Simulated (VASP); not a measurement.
## GaAs: single point with HSE06

Crystal: GaAs.

```xyz
2
Lattice="0.0000 2.8331 2.8331 2.8331 0.0000 2.8331 2.8331 2.8331 0.0000" Properties=species:S:1:pos:R:3 pbc="T T T"
Ga    0.0000    0.0000    0.0000
As    1.4165    1.4165    1.4165
```

```json
{"Program": "VASP 6.6.1", "Task": "single point", "Functional": "HSE06", "Potentials or basis": "VASP PAW PBE potentials, release 64 (Ga_d, As)", "Cutoff": "520 eV", "k mesh": "4 × 4 × 4", "Occupations": "gaussian, width 0.01 eV", "Spin": "no spin polarisation", "Dipole correction": "no", "Grid for exact exchange (PRECFOCK)": "Normal", "Further INCAR settings": "ALGO = Normal; EDIFF = 1e-06; NBANDS = 16", "Screening parameter": "0.2079 1/Å"}
```

```
Pressure               : 0.8 GPa
Band gap on the k mesh : 1.41 eV, direct
```

Levels at points of the mesh, in eV from the valence-band top:
| k point | band 6 | band 7 | band 8 | band 9 | band 10 | band 11 | band 12 | band 13 |
| --- | --- | --- | --- | --- | --- | --- | --- | --- |
| (0.00, 0.00, 0.00) | -13.88 | 0.00 | 0.00 | 0.00 | 1.41 | 4.55 | 4.55 | 4.55 |
| (0.50, 0.00, 0.00) | -11.98 | -7.15 | -1.22 | -1.22 | 1.78 | 5.46 | 5.46 | 8.66 |
| (0.50, 0.50, 0.00) | -11.17 | -7.33 | -2.87 | -2.87 | 2.10 | 2.36 | 11.47 | 11.47 |

Wall time 19 min on 1 thread of AMD EPYC 7R43 64-Core Processor (Zen 3), on a shared host, peak memory 0.24 GiB.

Caveat: the k points lie up to 0.48 Å⁻¹ apart; the PAW data sets were made with another functional, which shifts forces and pressure a little. A k mesh can miss the band edges.
